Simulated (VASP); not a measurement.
Write the native input for VASP 6.6.1 that does the following.

```yaml
Task: single point
Functional: PBE
Potentials_or_basis: VASP PAW PBE potentials, release 64 (B, N)
Cutoff: 520 eV
k_mesh: 12 × 12 × 6
Occupations: gaussian, width 0.05 eV
Spin: no spin polarisation
Dipole_correction: no
Further_INCAR_settings: ALGO = Normal; EDIFF = 1e-06; NBANDS = 16
```

The structure of BN lies in POSCAR:

```
BN
1.0
    2.5545800962      0.0000000000      0.0000000000
   -1.2772900481      2.2123312593      0.0000000000
    0.0000000000      0.0000000000      4.2245145363
B N
2 2
Direct
    0.6884971638      0.3493143664      0.9998058548
    0.3333333333      0.6666666667      0.4998058548
    0.6666666667      0.3333333333      0.6251941452
    0.3333333333      0.6666666667      0.1251941452
```

This cell differs from its parent crystal: atom 1 (B) moved +0.050 Å along Cartesian [1 1 0].

These files were run (other wordings do the same):

INCAR

```
PREC     = Accurate       # precision mode
ENCUT    = 520            # plane-wave cutoff, eV
EDIFF    = 1E-6           # SCF threshold, eV
ISMEAR   = 0              # smearing method
SIGMA    = 0.05           # smearing width, eV
LREAL    = F              # projectors in reciprocal space
LASPH    = T              # aspherical terms in the spheres
NELM     = 60             # most SCF steps
ALGO     = Normal         # electronic algorithm
ISIF     = 2              # what is computed and relaxed
LWAVE    = F              # write WAVECAR
LCHARG   = F              # write CHGCAR
GGA      = PE             # functional
NBANDS   = 16             # bands
```

KPOINTS

```
Automatic mesh
0
Gamma
  12 12 6
```

Potentials or basis: VASP PAW PBE potentials, release 64 (B, N).

Run with:

```console
$ cat potpaw_PBE.64/B/POTCAR potpaw_PBE.64/N/POTCAR > POTCAR
$ mpirun -np 1 vasp_std > vasp.out
```

Results of the run:

| Quantity | Value |
| --- | --- |
| Pressure | 0.6 GPa |
| Largest force | 1.290 eV/Å |
| Band gap on the k mesh | 5.01 eV, indirect (least direct gap 7.90 eV) |

Caveat: the cell differs from its parent crystal (atom 1 (B) moved +0.050 Å along Cartesian [1 1 0]); forces of over 1 eV/Å act on the atoms, so gaps and moduli don't describe the material at rest.

It took 89 s on 1 thread of Intel Xeon 6975P-C, on a shared host, peak memory 0.24 GiB.
